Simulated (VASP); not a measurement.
# Au (Fm-3m) in VASP: further runs, part 2 of 2

VASP 6.6.1. The steps go on from the part before.

## (3) Relaxation of cell and atoms, PBE

This run uses another cell than the first one, of 17.23 Å³/atom, 0.959 times its volume.

INCAR

```
SYSTEM = Au
PREC = Accurate
ENCUT = 600
EDIFF = 1E-7
ISMEAR = 1
SIGMA = 0.1
LREAL = .False.
LASPH = .True.
NELM = 80
ALGO = Fast
ISIF = 3
LWAVE = .False.
LCHARG = .False.
GGA = PE
IBRION = 2
NSW = 80
EDIFFG = -0.005
```

KPOINTS

```
Automatic mesh
0
Gamma
  20 20 20
  0 0 0
```

POSCAR

```
Au
1.0
    0.0000000000      2.0500000000      2.0500000000
    2.0500000000      0.0000000000      2.0500000000
    2.0500000000      2.0500000000      0.0000000000
Au
1
Direct
    0.0000000000      0.0000000000      0.0000000000
```

Potentials or basis: VASP PAW PBE potentials, release 64 (Au).

On the command line:

```sh
> cat potpaw_PBE.64/Au/POTCAR > POTCAR
> mpirun -np 1 vasp_std > vasp.out
```

OUTCAR:

```text
SYSTEM = Au
   PREC = Accurate
   ENCUT = 600
   EDIFF = 1E-7
   ISMEAR = 1
   LREAL = .False.
   LASPH = .True.
   NELM = 80
   ISIF = 3
   GGA = PE
   IBRION = 2
   NSW = 80
   EDIFFG = -0.005

 ion  position               nearest neighbor table
   1  0.000  0.000  0.000-

  LATTYP: Found a face centered cubic cell.
 ALAT       =     4.1000000000

  Lattice vectors:

 A1 = (   0.0000000000,   2.0500000000,   2.0500000000)
 A2 = (   2.0500000000,   0.0000000000,   2.0500000000)
 A3 = (   2.0500000000,   2.0500000000,   0.0000000000)

Analysis of symmetry for initial positions (statically):
=====================================================================
 Subroutine PRICEL returns:
 Original cell was already a primitive cell.

 Routine SETGRP: Setting up the symmetry group for a
 face centered cubic supercell.

 Subroutine GETGRP returns: Found 48 space group operations
 (whereof 48 operations were pure point group operations)
 out of a pool of 48 trial point group operations.

The static configuration has the point symmetry O_h .

Analysis of symmetry for dynamics (positions and initial velocities):
=====================================================================
 Subroutine PRICEL returns:
 Original cell was already a primitive cell.

 Routine SETGRP: Setting up the symmetry group for a
 face centered cubic supercell.

 Subroutine GETGRP returns: Found 48 space group operations
 (whereof 48 operations were pure point group operations)
 out of a pool of 48 trial point group operations.

The dynamic configuration has the point symmetry O_h .

 Subroutine INISYM returns: Found 48 space group operations
 (whereof 48 operations are pure point group operations),
 and found     1 'primitive' translations

----------------------------------------------------------------------------------------

                                     Primitive cell

  volume of cell :      17.2302

  direct lattice vectors                    reciprocal lattice vectors
     0.000000000  2.050000000  2.050000000    -0.243902439  0.243902439  0.243902439
     2.050000000  0.000000000  2.050000000     0.243902439 -0.243902439  0.243902439
     2.050000000  2.050000000  0.000000000     0.243902439  0.243902439 -0.243902439

  length of vectors
     2.899137803  2.899137803  2.899137803     0.422451416  0.422451416  0.422451416

  position of ions in fractional coordinates (direct lattice)
     0.000000000  0.000000000  0.000000000

  ion indices of the primitive-cell ions
   primitive index   ion index
                 1           1

----------------------------------------------------------------------------------------

 KPOINTS: Automatic mesh

Automatic generation of k-mesh.
 Grid dimensions read from file:
 generate k-points for:   20   20   20

 Generating k-lattice:

  Cartesian coordinates                     Fractional coordinates (reciprocal lattice)
    -0.012195122  0.012195122  0.012195122     0.050000000  0.000000000  0.000000000
     0.012195122 -0.012195122  0.012195122     0.000000000  0.050000000  0.000000000
[... 46 lines left out ...]
   NGX,Y,Z   is equivalent  to a cutoff of  13.76, 13.76, 13.76 a.u.
   NGXF,Y,Z  is equivalent  to a cutoff of  27.52, 27.52, 27.52 a.u.
 SYSTEM =  Au
   PREC   = accura    normal or accurate (medium, high low for compatibility)
   ISTART =      0    job   : 0-new  1-cont  2-samecut
   ICHARG =      2    charge: 1-file 2-atom 10-const
   ISPIN  =      1    spin polarized calculation?
   LNONCOLLINEAR =      F non collinear calculations
   LSORBIT =      F    spin-orbit coupling
   LASPH  =      T    aspherical Exc in radial PAW
   ENCUT  =  600.0 eV  44.10 Ry    6.64 a.u.   5.79  5.79  5.79*2*pi/ulx,y,z
   NELM   =     80;   NELMIN=  2; NELMDL= -5     # of ELM steps
   EDIFF  = 0.1E-06   stopping-criterion for ELM
   LREAL  =      F    real-space projection
   EDIFFG = -.5E-02   stopping-criterion for IOM
   NSW    =     80    number of steps for IOM
   IBRION =      2    ionic relax: 0-MD 1-quasi-New 2-CG
   NFREE  =      1    steps in history (QN), initial steepest desc. (CG)
   ISIF   =      3    stress and relaxation
   ISYM   =      2    0-nonsym 1-usesym 2-fastsym
   POTIM  = 0.5000    time-step for ionic-motion
   TEBEG  =    0.0;   TEEND  =   0.0 temperature during run
   PSTRESS=    0.0 pullay stress
   NELECT =      11.0000    total number of electrons
   NUPDOWN=      -1.0000    fix difference up-down
   EMIN   =  10.00;   EMAX   =-10.00  energy-range for DOS
   EFERMI =   0.00;   METHOD = LEGACY
   ISMEAR =     1;   SIGMA  =   0.10  broadening in eV -4-tet -1-fermi 0-gaus
   EFERMI_NEDOS =   21; number of points for ismear=-14 and -15
   IALGO  =     68    algorithm
   IMIX   =      4    mixing-type and parameters
     AMIX     =   0.40;   BMIX     =  1.00
     AMIX_MAG =   1.60;   BMIX_MAG =  1.00
  volume/ion in A,a.u.               =      17.23       116.28
  Fermi-wavevector in a.u.,A,eV,Ry     =   1.409641  2.663835 27.035971  1.987088
  Thomas-Fermi vector in A             =   2.531676
   LORBIT       =      0    0 simple, 1 ext, 2 COOP (PROOUT), +10 PAW based schemes
   GGA     = PE    functional components
   LHFCALC =     F    Hartree Fock is set to
   AEXX    =    0.0000 exact exchange contribution
   IVDW    =     0    specifies the selected vdW correction
   LEPSILON=     F    determine dielectric tensor
   LRPA    =     F    only Hartree local field effects (RPA)
 conjugate gradient relaxation of ions
 non-spin polarized calculation
 RMM-DIIS sequential band-by-band and
 Methfessel and Paxton  Order N= 1 SIGMA  =   0.10
  energy-cutoff  :      600.00
  volume of cell :       17.23
 maximum number of plane-waves:       589
   NGX = 11   NGY = 11   NGZ = 11

--------------------------------------- Ionic step        1  -------------------------------------------

 number of electron      11.0000000 magnetization

 Free energy of the ion-electron system (eV)
  ---------------------------------------------------
  ext. energy  EPLUGINS =         0.00000000
  ---------------------------------------------------
  free energy    TOTEN  =        -3.20749530 eV

  energy without entropy =       -3.20752469  energy(sigma->0) =       -3.20750510

------------------------ aborting loop because EDIFF is reached ----------------------------------------

  FORCE on cell =-STRESS in cart. coord.  units (eV):
  Direction    XX          YY          ZZ          XY          YZ          ZX
  --------------------------------------------------------------------------------------
  -------------------------------------------------------------------------------------
  Total        0.7098772      0.7098772      0.7098772      0.0000000     -0.0000000     -0.0000000
  in kB       66.0088570     66.0088570     66.0088570      0.0000000     -0.0000000     -0.0000000
  external PRESSURE =      66.0088570 kB  Pullay stress =       0.0000000 kB
[... 197 lines left out ...]
--------------------------------------- Ionic step        7  -------------------------------------------

 number of electron      11.0000002 magnetization

 Free energy of the ion-electron system (eV)
  ---------------------------------------------------
  ext. energy  EPLUGINS =         0.00000000
  ---------------------------------------------------
  free energy    TOTEN  =        -3.22141056 eV

  energy without entropy =       -3.22127939  energy(sigma->0) =       -3.22136684

 E-fermi :   8.5914     XC(G=0): -12.4090

 val. band max:        8.5817030198   @ k =   0.5000   0.1500   0.0500
 cond. band min:       8.6768279218   @ k =   0.5000   0.3000   0.1000
 fundamental gap:      0.0951249020
 Fermi energy:         8.5914207953

 k-point     1 :       0.0000    0.0000    0.0000
  band No.  band energies     occupation
      1      -0.6849      2.00000
      2       4.2128      2.00000
      3       4.2128      2.00000
      4       4.2128      2.00000
      5       5.5948      2.00000
      6       5.5948      2.00000
      7      23.2164      0.00000
      8      26.9184      0.00000
      9      26.9184      0.00000
[... 265 lines left out ...]
 k-point    24 :      -0.3500    0.0500    0.0000
  band No.  band energies     occupation
      1       1.7873      2.00000
      2       4.2772      2.00000
      3       4.3326      2.00000
      4       5.3033      2.00000
      5       6.1898      2.00000
      6       6.7061      2.00000
      7      14.9828      0.00000
      8      23.2261      0.00000
      9      25.4125      0.00000

 [... further k-points ...]

------------------------ aborting loop because EDIFF is reached ----------------------------------------

  FORCE on cell =-STRESS in cart. coord.  units (eV):
  Direction    XX          YY          ZZ          XY          YZ          ZX
  --------------------------------------------------------------------------------------
  -------------------------------------------------------------------------------------
  Total        0.0045734      0.0045734      0.0045734      0.0000000      0.0000000      0.0000000
  in kB        0.4083195      0.4083195      0.4083195      0.0000000      0.0000000      0.0000000
  external PRESSURE =       0.4083195 kB  Pullay stress =       0.0000000 kB
[... 16 lines left out ...]
  FREE ENERGIE OF THE ION-ELECTRON SYSTEM (eV)
  ---------------------------------------------------
  free  energy   TOTEN  =        -3.2214105602 eV

  energy  without entropy=       -3.2212793920  energy(sigma->0) =       -3.22136684

 reached required accuracy - stopping structural energy minimisation
```

OSZICAR:

```text
N       E                     dE             d eps       ncg     rms          rms(c)
DAV:   1     0.492271499204E+02    0.49227E+02   -0.63373E+03  4808   0.123E+03
DAV:   2    -0.302628160487E+01   -0.52253E+02   -0.49463E+02  4794   0.215E+02
DAV:   3    -0.347117814111E+01   -0.44490E+00   -0.44439E+00  5462   0.211E+01
DAV:   4    -0.347238772608E+01   -0.12096E-02   -0.12096E-02  5236   0.115E+00
[... 51 lines left out ...]
DAV:   1    -0.322141060332E+01   -0.84956E-07   -0.59033E-07  4384   0.857E-03    0.110E-03
RMM:   2    -0.322141057766E+01    0.25658E-07   -0.52609E-08  2309   0.241E-03
   6 F= -.32214106E+01 E0= -.32213668E+01  d E =-.950035E-07
       N       E                     dE             d eps       ncg     rms          rms(c)
DAV:   1    -0.322141056677E+01    0.36553E-07   -0.61120E-09  2317   0.795E-04    0.361E-04
RMM:   2    -0.322141056015E+01    0.66150E-08    0.00000E+00    60   0.168E-04
   7 F= -.32214106E+01 E0= -.32213668E+01  d E =0.175095E-07
```

Run time: 3.8 min. Hardware: 1 thread of AMD EPYC 7R43 (Zen 3), shared host; peak memory 0.16 GiB.

What came out:

| Quantity | Value |
| --- | --- |
| Free energy | -3.2214 eV |
| Relaxed volume | 17.95 Å³/atom |
| Relaxed cell | a = 2.939 Å, b = 2.939 Å, c = 2.939 Å, α = 60.00°, β = 60.00°, γ = 60.00° |
| Space group after relaxing (to 0.05 Å) | Fm-3m (No. 225) |
| Energy gained by relaxing | 13.9 meV/atom |
| Ionic steps | 7 |
| Pressure after relaxing | 0.0 GPa |

Step by step:
| step | energy change (eV) | largest force (eV/Å) | pressure (GPa) | volume (Å³) |
| --- | --- | --- | --- | --- |
| 1 | 0.0000 | 0.0000 | 6.60 | 17.23 |
| 2 | 0.0123 | 0.0000 | -7.05 | 19.06 |
| 3 | -0.0139 | 0.0000 | -0.10 | 17.96 |
| 4 | -0.0139 | 0.0000 | 0.05 | 17.94 |
| 5 | -0.0139 | 0.0000 | 0.05 | 17.94 |
| 6 | -0.0139 | 0.0000 | 0.05 | 17.95 |
| 7 | -0.0139 | 0.0000 | 0.04 | 17.95 |

Final structure:
```
CELL_PARAMETERS angstrom
0.00000 2.07797 2.07797
2.07797 0.00000 2.07797
2.07797 2.07797 0.00000
ATOMIC_POSITIONS crystal
Au 0.00000 0.00000 0.00000
```

Caveat: spin-orbit coupling is left out, which moves the levels of the heavy elements.
